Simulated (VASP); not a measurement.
# MoS2 (R3m) in VASP: a series of runs

The runs below take MoS2 through single point, with PBE+D3(BJ).

Everything below comes from runs of VASP 6.6.1. Logs are shortened: lines on timing, memory, paths and dates and some standing lists are left out, and cuts for length are marked.

**1. The cell of the first run**

Symmetry: R3m, No. 160, trigonal system. The conventional cell has a = 3.274 Å, b = 3.274 Å, c = 17.583 Å, α = 90.00°, β = 90.00°, γ = 120.00°. Within 3.3 Å of Mo (site symmetry 3m) lie 6 S at 2.43 Å and 6 Mo at 3.27 Å. Within 3.4 Å of S (site symmetry 3m) lie 3 Mo at 2.43 Å and 10 S at 3.06 to 3.38 Å. Within 3.4 Å of S (site symmetry 3m) lie 3 Mo at 2.43 Å and 10 S at 3.06 to 3.38 Å.

**2. Single point, PBE+D3(BJ) (18.13 Å³/atom)**

Contents of INCAR:

```
SYSTEM = MoS2
ALGO = Normal
EDIFF = 1E-6
ENCUT = 520
GGA = PE
ISIF = 2
ISMEAR = 0
IVDW = 12
LASPH = .TRUE.
LCHARG = .TRUE.
LELF = .TRUE.
LREAL = .FALSE.
LVHAR = .TRUE.
LWAVE = .FALSE.
NBANDS = 20
NELM = 60
PREC = Accurate
SIGMA = 0.05
```

Contents of KPOINTS:

```
k-points
0
G
  12 12 12
  0 0 0
```

Contents of POSCAR:

```
MoS2
1.0
    1.6368927285      0.9450604574      5.8608398512
   -1.6368927285      0.9450604574      5.8608398512
    0.0000000000     -1.8901209149      5.8608398512
Mo S
1 2
Direct
    0.0000172156      0.0000172156      0.0000172156
    0.7535368444      0.7535368444      0.7535368444
    0.5797459400      0.5797459400      0.5797459400
```

Potentials or basis: VASP PAW PBE potentials, release 64 (Mo_sv, S).

Launch:

```console
> cat potpaw_PBE.64/Mo_sv/POTCAR potpaw_PBE.64/S/POTCAR > POTCAR
> mpirun -np 1 vasp_std > vasp.out
```

OUTCAR:

```text
SYSTEM = MoS2
   EDIFF = 1E-6
   ENCUT = 520
   GGA = PE
   ISIF = 2
   ISMEAR = 0
   IVDW = 12
   LASPH = .TRUE.
   LREAL = .FALSE.
   NELM = 60
   PREC = Accurate
 IVDW          = 12

 ion  position               nearest neighbor table
   1  0.000  0.000  0.000-   2 2.43   2 2.43   2 2.43   3 2.43   3 2.43   3 2.43
   2  0.754  0.754  0.754-   1 2.43   1 2.43   1 2.43
   3  0.580  0.580  0.580-   1 2.43   1 2.43   1 2.43

  LATTYP: Found a trigonal (rhomboedric) cell.
 ALAT       =     6.1580841854
 COS(alpha) =     0.8586879518

  Lattice vectors:

 A1 = (   1.6368927285,   0.9450604574,   5.8608398512)
 A2 = (  -1.6368927285,   0.9450604574,   5.8608398512)
 A3 = (   0.0000000000,  -1.8901209149,   5.8608398512)

Analysis of symmetry for initial positions (statically):
=====================================================================
 Subroutine PRICEL returns:
 Original cell was already a primitive cell.

 Routine SETGRP: Setting up the symmetry group for a
 trigonal (rhombohedral) supercell.

 Subroutine GETGRP returns: Found  6 space group operations
 (whereof  6 operations were pure point group operations)
 out of a pool of 12 trial point group operations.

The static configuration has the point symmetry C_3v.

Analysis of symmetry for dynamics (positions and initial velocities):
=====================================================================
 Subroutine PRICEL returns:
 Original cell was already a primitive cell.

 Routine SETGRP: Setting up the symmetry group for a
 trigonal (rhombohedral) supercell.

 Subroutine GETGRP returns: Found  6 space group operations
 (whereof  6 operations were pure point group operations)
 out of a pool of 12 trial point group operations.

The dynamic configuration has the point symmetry C_3v.

 Subroutine INISYM returns: Found  6 space group operations
 (whereof  6 operations are pure point group operations),
 and found     1 'primitive' translations

----------------------------------------------------------------------------------------

                                     Primitive cell

  volume of cell :      54.3990

  direct lattice vectors                    reciprocal lattice vectors
     1.636892728  0.945060457  5.860839851     0.305456791  0.176355560  0.056874670
    -1.636892728  0.945060457  5.860839851    -0.305456791  0.176355560  0.056874670
[... 85 lines left out ...]
   ENCUT  =  520.0 eV  38.22 Ry    6.18 a.u.  11.45 11.45 11.45*2*pi/ulx,y,z
   NELM   =     60;   NELMIN=  2; NELMDL= -5     # of ELM steps
   EDIFF  = 0.1E-05   stopping-criterion for ELM
   LREAL  =      F    real-space projection
   EDIFFG = 0.1E-04   stopping-criterion for IOM
   NSW    =      0    number of steps for IOM
   IBRION =     -1    ionic relax: 0-MD 1-quasi-New 2-CG
   NFREE  =      0    steps in history (QN), initial steepest desc. (CG)
   ISIF   =      2    stress and relaxation
   ISYM   =      2    0-nonsym 1-usesym 2-fastsym
   POTIM  = 0.5000    time-step for ionic-motion
   TEBEG  =    0.0;   TEEND  =   0.0 temperature during run
   PSTRESS=    0.0 pullay stress
   NELECT =      26.0000    total number of electrons
   NUPDOWN=      -1.0000    fix difference up-down
   EMIN   =  10.00;   EMAX   =-10.00  energy-range for DOS
   EFERMI =   0.00;   METHOD = LEGACY
   ISMEAR =     0;   SIGMA  =   0.05  broadening in eV -4-tet -1-fermi 0-gaus
   EFERMI_NEDOS =   21; number of points for ismear=-14 and -15
   IALGO  =     38    algorithm
   IMIX   =      4    mixing-type and parameters
     AMIX     =   0.40;   BMIX     =  1.00
     AMIX_MAG =   1.60;   BMIX_MAG =  1.00
  volume/ion in A,a.u.               =      18.13       122.37
  Fermi-wavevector in a.u.,A,eV,Ry     =   1.279977  2.418807 22.290999  1.638342
  Thomas-Fermi vector in A             =   2.412432
   LORBIT       =      0    0 simple, 1 ext, 2 COOP (PROOUT), +10 PAW based schemes
   GGA     = PE    functional components
   LHFCALC =     F    Hartree Fock is set to
   AEXX    =    0.0000 exact exchange contribution
   IVDW    =    12    specifies the selected vdW correction
   LEPSILON=     F    determine dielectric tensor
   LRPA    =     F    only Hartree local field effects (RPA)
 non-spin polarized calculation
 Gauss-broadening in eV      SIGMA  =   0.05
  energy-cutoff  :      520.00
  volume of cell :       54.40
 maximum number of plane-waves:      1486
 NGX is ok and might be reduce to    48
   NGX = 23   NGY = 23   NGZ = 23

 number of electron      26.0000000 magnetization

 Free energy of the ion-electron system (eV)
  ---------------------------------------------------
  ext. energy  EPLUGINS =         0.00000000
  ---------------------------------------------------
  free energy    TOTEN  =       -21.71012436 eV

  energy without entropy =      -21.71012431  energy(sigma->0) =      -21.71012433

 E-fermi :   7.8253     XC(G=0): -10.8019

 val. band max:        7.6958837605   @ k =   0.5000   0.5000   0.5000
 cond. band min:       7.9794990225   @ k =  -0.1667   0.5000   0.1667
 fundamental gap:      0.2836152620
 Fermi energy:         7.8252603660

 k-point     1 :       0.0000    0.0000    0.0000
  band No.  band energies     occupation
      1     -54.2548      2.00000
      2     -28.3419      2.00000
      3     -28.2350      2.00000
      4     -28.2350      2.00000
      5      -7.4440      2.00000
      6      -5.5651      2.00000
[... 541 lines left out ...]
     19      15.3774      0.00000
     20      15.9075      0.00000

 [... further k-points ...]

------------------------ aborting loop because EDIFF is reached ----------------------------------------

 Edisp (eV)   -1.25205

 E8    (eV) :    -0.5051

  FORCE on cell =-STRESS in cart. coord.  units (eV):
  Direction    XX          YY          ZZ          XY          YZ          ZX
  --------------------------------------------------------------------------------------
  -------------------------------------------------------------------------------------
  Total      -3.31457    -3.31457    -0.17315     0.00000     0.00000     0.00000
  in kB     -97.62189   -97.62189    -5.09968     0.00000     0.00000     0.00000
  external pressure =      -66.78 kB  Pullay stress =        0.00 kB

 VOLUME and BASIS-vectors are now :
 -----------------------------------------------------------------------------
  energy-cutoff  :      520.00
  volume of cell :       54.40
      direct lattice vectors                 reciprocal lattice vectors
     1.636892728  0.945060457  5.860839851     0.305456791  0.176355560  0.056874670
    -1.636892728  0.945060457  5.860839851    -0.305456791  0.176355560  0.056874670
     0.000000000 -1.890120915  5.860839851     0.000000000 -0.352711121  0.056874670

 POSITION                                       TOTAL-FORCE (eV/Angst)
 -----------------------------------------------------------------------------------
      0.00000     -0.00000      0.00030         0.000000     -0.000000      0.000341
      0.00000     -0.00000     13.24908         0.000000      0.000000     -0.078635
      0.00000     -0.00000     10.19339         0.000000     -0.000000      0.078295
 -----------------------------------------------------------------------------------
    total drift:                               -0.000000      0.000000      0.000046

  FREE ENERGIE OF THE ION-ELECTRON SYSTEM (eV)
  ---------------------------------------------------
  free  energy   TOTEN  =       -22.9621734748 eV

  energy  without entropy=      -22.9621734208  energy(sigma->0) =      -22.96217345
```

It took 23 min on 1 thread of Intel Xeon 8259CL, shared host; peak memory 0.42 GiB.

What came out:

```yaml
Free_energy: -22.9622 eV
Pressure: -6.7 GPa
Largest_force: 0.079 eV/Å
Band_gap_on_the_k_mesh: 0.28 eV (least direct gap 1.38 eV)
Dispersion_energy_per_atom: -0.417 eV
```

Forces in eV/Å, atoms in the order of the input:
```
Mo   0.000  0.000  0.000
S    0.000  0.000 -0.079
S    0.000  0.000  0.078
```

Stress tensor (GPa, compression positive):
```
-9.76  0.00  0.00
 0.00 -9.76  0.00
 0.00  0.00 -0.51
```

Levels at points of the mesh, in eV from the valence-band top:
| k point | band 11 | band 12 | band 13 | band 14 | band 15 | band 16 |
| --- | --- | --- | --- | --- | --- | --- |
| (0.00, 0.00, 0.00) | -2.77 | -1.12 | -0.87 | 1.43 | 1.43 | 1.96 |
| (0.50, 0.00, 0.00) | -2.31 | -2.13 | -1.66 | 0.96 | 1.37 | 2.82 |
| (0.50, 0.50, 0.00) | -3.01 | -2.44 | -1.55 | 0.88 | 1.46 | 2.51 |
| (0.50, 0.50, 0.50) | -2.70 | -2.70 | 0.00 | 1.59 | 1.59 | 1.73 |

Caveat: the stress differs along the axes, from -10 to -1 GPa; semilocal functionals underestimate gaps, and a narrow one can read as zero.

**3. Single point, PBE+D3(BJ) (18.13 Å³/atom)**

Contents of INCAR:

```
PREC     = Accurate       # precision mode
ENCUT    = 520            # plane-wave cutoff, eV
EDIFF    = 1E-7           # SCF threshold, eV
ISMEAR   = 0              # smearing method
SIGMA    = 0.05           # smearing width, eV
LREAL    = False          # projectors in reciprocal space
LASPH    = True           # aspherical terms in the spheres
NELM     = 100            # most SCF steps
ALGO     = Normal         # electronic algorithm
ISIF     = 2              # what is computed and relaxed
LWAVE    = False          # write WAVECAR
LCHARG   = True           # write CHGCAR
GGA      = PE             # functional
IVDW     = 12             # dispersion correction
LELF     = True           # ELF
LVHAR    = True         
NBANDS   = 20             # bands
```

Contents of KPOINTS:

```
regular mesh
0
Gamma
  12 12 12
```

Contents of POSCAR:

```
MoS2
1.0
    1.5405455638      0.8894343959      6.6168486025
   -1.5405455638      0.8894343959      6.6168486025
    0.0000000000     -1.7788687919      6.6168486025
Mo S
1 2
Direct
    0.0000172156      0.0000172156      0.0000172156
    0.7535368444      0.7535368444      0.7535368444
    0.5797459400      0.5797459400      0.5797459400
```

Potentials or basis: VASP PAW PBE potentials, release 64 (Mo_sv, S).

Launch:

```console
> cat potpaw_PBE.64/Mo_sv/POTCAR potpaw_PBE.64/S/POTCAR > POTCAR
> mpirun -np 1 vasp_std > vasp.out
```

OUTCAR:

```text
PREC = Accurate
   ENCUT = 520
   EDIFF = 1E-7
   ISMEAR = 0
   LREAL = False
   LASPH = True
   NELM = 100
   ISIF = 2
   GGA = PE
   IVDW = 12
 IVDW          = 12

 ion  position               nearest neighbor table
   1  0.000  0.000  0.000-   2 2.48   2 2.48   2 2.48   3 2.48   3 2.48   3 2.48
   2  0.754  0.754  0.754-   1 2.48   1 2.48   1 2.48
   3  0.580  0.580  0.580-   1 2.48   1 2.48   1 2.48

  LATTYP: Found a trigonal (rhomboedric) cell.
 ALAT       =     6.8517924375
 COS(alpha) =     0.8988954514

  Lattice vectors:

[... 744 lines left out ...]
 Edisp (eV)   -1.25195

 E8    (eV) :    -0.5054

  FORCE on cell =-STRESS in cart. coord.  units (eV):
  Direction    XX          YY          ZZ          XY          YZ          ZX
  --------------------------------------------------------------------------------------
  -------------------------------------------------------------------------------------
  Total      -0.25281    -0.25281    -7.85044     0.00000     0.00000    -0.00000
  in kB      -7.44596    -7.44596  -231.21386     0.00000     0.00000    -0.00000
  external pressure =      -82.04 kB  Pullay stress =        0.00 kB

 VOLUME and BASIS-vectors are now :
 -----------------------------------------------------------------------------
  energy-cutoff  :      520.00
  volume of cell :       54.40
      direct lattice vectors                 reciprocal lattice vectors
     1.540545564  0.889434396  6.616848603     0.324560345  0.187385003  0.050376449
    -1.540545564  0.889434396  6.616848603    -0.324560345  0.187385003  0.050376449
     0.000000000 -1.778868792  6.616848603     0.000000000 -0.374770005  0.050376449

 POSITION                                       TOTAL-FORCE (eV/Angst)
 -----------------------------------------------------------------------------------
      0.00000     -0.00000      0.00034         0.000000      0.000000     -0.005330
      0.00000     -0.00000     14.95812         0.000000      0.000000     -2.095750
      0.00000     -0.00000     11.50827         0.000000     -0.000000      2.101080
 -----------------------------------------------------------------------------------
    total drift:                                0.000000      0.000000     -0.000034

  FREE ENERGIE OF THE ION-ELECTRON SYSTEM (eV)
  ---------------------------------------------------
  free  energy   TOTEN  =       -22.7041281208 eV

  energy  without entropy=      -22.7041281208  energy(sigma->0) =      -22.70412812
```

OSZICAR:

```text
N       E                     dE             d eps       ncg     rms          rms(c)
DAV:   1     0.180733035031E+03    0.18073E+03   -0.13387E+04  7576   0.123E+03
DAV:   2    -0.154973736228E+02   -0.19623E+03   -0.19059E+03  9196   0.314E+02
DAV:   3    -0.228330474237E+02   -0.73357E+01   -0.72521E+01  9428   0.564E+01
DAV:   4    -0.229204364108E+02   -0.87389E-01   -0.87337E-01  9108   0.648E+00
DAV:   5    -0.229218043462E+02   -0.13679E-02   -0.13679E-02  9540   0.796E-01    0.212E+01
DAV:   6    -0.221091930614E+02    0.81261E+00   -0.13085E+01  8280   0.202E+01    0.877E+00
DAV:   7    -0.216178392849E+02    0.49135E+00   -0.66869E+00  7744   0.133E+01    0.541E+00
DAV:   8    -0.214524367233E+02    0.16540E+00   -0.82426E-01  8392   0.516E+00    0.184E+00
DAV:   9    -0.214544602351E+02   -0.20235E-02   -0.42060E-02  9052   0.125E+00    0.748E-01
DAV:  10    -0.214521138139E+02    0.23464E-02   -0.15594E-02  8532   0.820E-01    0.167E-01
DAV:  11    -0.214521727509E+02   -0.58937E-04   -0.53829E-04  8712   0.159E-01    0.506E-02
DAV:  12    -0.214521571997E+02    0.15551E-04   -0.99839E-05  8864   0.615E-02    0.481E-02
DAV:  13    -0.214521771947E+02   -0.19995E-04   -0.52771E-05  7916   0.460E-02    0.142E-02
DAV:  14    -0.214521762918E+02    0.90296E-06   -0.48902E-06  9088   0.141E-02    0.696E-03
DAV:  15    -0.214521763948E+02   -0.10309E-06   -0.12995E-06  8532   0.659E-03    0.216E-03
DAV:  16    -0.214521763553E+02    0.39531E-07   -0.10856E-07  6448   0.223E-03
   1 F= -.22704128E+02 E0= -.22704128E+02  d E =-.245408E-28
```

Run time: 34 min. Hardware: 1 thread of Intel Xeon 8259CL, shared host; peak memory 0.45 GiB.

Results:

```
Free energy                : -22.7041 eV
Pressure                   : -8.2 GPa
Largest force              : 2.101 eV/Å
Band gap on the k mesh     : 0.98 eV (least direct gap 1.69 eV)
Dispersion energy per atom : -0.417 eV
```

Forces in eV/Å, atoms in the order of the input:
```
Mo   0.000  0.000 -0.005
S    0.000  0.000 -2.096
S    0.000  0.000  2.101
```

Caveat: the stress differs along the axes, from -23 to -1 GPa; forces of over 1 eV/Å act on the atoms, so gaps and moduli don't describe the material at rest.

**4. Single point, PBE+D3(BJ) (18.13 Å³/atom)**

Contents of INCAR:

```
ALGO = Normal
EDIFF = 1E-6
ENCUT = 520
GGA = PE
ISIF = 2
ISMEAR = 0
IVDW = 12
LASPH = True
LCHARG = False
LREAL = False
LWAVE = False
NBANDS = 20
NELM = 60
PREC = Accurate
SIGMA = 0.05
```

Contents of KPOINTS:

```
k-points
0
Gamma
  12 12 12
```

Contents of POSCAR:

```
MoS2
1.0
    1.6041271577      0.9261432463      6.1027096847
   -1.6041271577      0.9261432463      6.1027096847
    0.0000000000     -1.8522864926      6.1027096847
Mo S
1 2
Direct
    0.0000172156      0.0000172156      0.0000172156
    0.7535368444      0.7535368444      0.7535368444
    0.5797459400      0.5797459400      0.5797459400
```

Launch:

```console
> cat potpaw_PBE.64/Mo_sv/POTCAR potpaw_PBE.64/S/POTCAR > POTCAR
> mpirun -np 1 vasp_std > vasp.out
```

It took 17 min on 1 thread of Intel Xeon 8259CL, shared host; peak memory 0.42 GiB.

Results (log left out):

| Property | Result |
| --- | --- |
| Free energy | -23.0201 eV |
| Pressure | -7.4 GPa |
| Largest force | 0.781 eV/Å |
| Band gap on the k mesh | 0.85 eV (least direct gap 1.65 eV) |
| Dispersion energy per atom | -0.417 eV |

Forces in eV/Å, atoms in the order of the input:
```
Mo   0.000  0.000 -0.001
S    0.000  0.000 -0.780
S    0.000  0.000  0.781
```

Stress tensor (GPa, compression positive):
```
-7.08  0.00  0.00
 0.00 -7.08  0.00
 0.00  0.00 -7.96
```

Levels at points of the mesh, in eV from the valence-band top:
```tsv
k point	band 9	band 10	band 11	band 12	band 13	band 14	band 15	band 16	band 17	band 18
(0.00, 0.00, 0.00)	-3.12	-2.12	-2.12	-1.15	-1.04	1.91	1.91	2.24	2.24	5.35
(0.50, 0.00, 0.00)	-4.79	-3.76	-2.29	-1.51	-1.40	1.53	1.88	3.15	3.35	5.26
(0.50, 0.50, 0.00)	-4.46	-3.65	-2.91	-1.77	-1.24	1.48	2.02	2.85	3.65	5.99
(0.50, 0.50, 0.50)	-3.14	-3.14	-2.07	-2.07	0.00	2.02	2.02	2.08	2.08	5.56
```

Caveat: the cell stands under tension. A k mesh can miss the band edges.

**5. Overview**

| cell | gap on the mesh (eV) | pressure (GPa) | largest force (eV/Å) |
| --- | --- | --- | --- |
| a = 6.158 Å, angles 30.8°, 3 atoms | 0.28 | -6.7 | 0.08 |
| a = 6.852 Å, angles 26.0°, 3 atoms | 0.98 | -8.2 | 2.10 |
| a = 6.378 Å, angles 29.1°, 3 atoms | 0.85 | -7.4 | 0.78 |

Alike in all rows: task single point; level PBE+D3(BJ); potentials or basis VASP PAW PBE potentials, release 64 (Mo_sv, S); no spin polarisation; k mesh 12 × 12 × 12; cutoff (eV) 520; smearing gaussian 0.05 eV.

Caveats: the stress differs along the axes, from -10 to -1 GPa (at least some runs); semilocal functionals underestimate gaps, and a narrow one can read as zero (at least some runs); the stress differs along the axes, from -23 to -1 GPa (at least some runs); forces of over 1 eV/Å act on the atoms, so gaps and moduli don't describe the material at rest (at least some runs); the cell stands under tension (at least some runs).

Total energies depend on the potentials used, so only differences within one code and one set of settings carry meaning.
